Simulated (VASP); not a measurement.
Si4C5: single point with PBE

The system is Si4C5, a slab with vacuum.

```
CELL_PARAMETERS angstrom
3.09201 0.00000 0.00000
-1.54601 2.67776 0.00000
0.00000 0.00000 25.23371
ATOMIC_POSITIONS crystal
C 0.33333 0.66667 0.15852
C 0.66667 0.33333 0.25905
C 0.33333 0.66667 0.36079
C 0.66667 0.33333 0.46236
C 0.00000 0.00000 0.48918
Si 0.66667 0.33333 0.18348
Si 0.33333 0.66667 0.28401
Si 0.66667 0.33333 0.38429
Si 0.33333 0.66667 0.48482
```

```json
{"Program": "VASP 6.6.1", "Task": "single point", "Functional": "PBE", "Potentials or basis": "VASP PAW PBE potentials, release 64 (C, Si)", "Cutoff": "520 eV", "k mesh": "9 × 9 × 1", "Occupations": "gaussian, width 0.05 eV", "Spin": "collinear spin", "Starting moments": "[0.0, 0.0, 0.0, 0.0, 2.0, 0.0, 0.0, 0.0, 0.0] μB", "Dipole correction": "yes", "Further INCAR settings": "ALGO = Normal; EDIFF = 1e-06; NBANDS = 32"}
```

| Quantity | Value |
| --- | --- |
| Largest force | 5.641 eV/Å |
| Net moment | -0.56 μB per cell |
| Site moments | C -0.35, -0.05, -0.01, +0.09 (each value once); Si +0.01, -0.01, -0.00, +0.03 μB |
| Valence electrons inside the program's atomic spheres | C 2.40, 2.53, 2.49, 2.48 (each value once); Si 1.67, 1.66, 1.65, 1.87 |

Forces on the atoms (eV/Å):
```
C    0.000  0.000  2.570
C    0.000  0.000  0.980
C    0.000  0.000 -0.240
C    0.000  0.000 -5.641
C    0.000  0.000  3.296
Si   0.000  0.000 -2.980
Si   0.000  0.000 -0.563
Si   0.000  0.000  0.560
Si   0.000  0.000  2.018
```

Levels at points of the mesh, in eV from the Fermi level:
Spin up:
```tsv
k point	band 14	band 15	band 16	band 17	band 18	band 19	band 20	band 21	band 22	band 23
(0.00, 0.00, 0.00)	-2.16	-1.78	-1.78	-1.12	-0.26	-0.12	-0.12	3.28	3.67	4.59
```
Spin down:
| k point | band 16 | band 17 | band 18 | band 19 | band 20 | band 21 |
| --- | --- | --- | --- | --- | --- | --- |
| (0.00, 0.00, 0.00) | -1.84 | -1.31 | -0.65 | -0.49 | -0.49 | 3.31 |

Wall time 8 min on 1 thread of AMD EPYC 9R45 96-Core Processor (Zen 5), with other jobs on the host, peak memory 0.43 GiB.

Caveat: a moment this small can come from the mesh or the smearing.
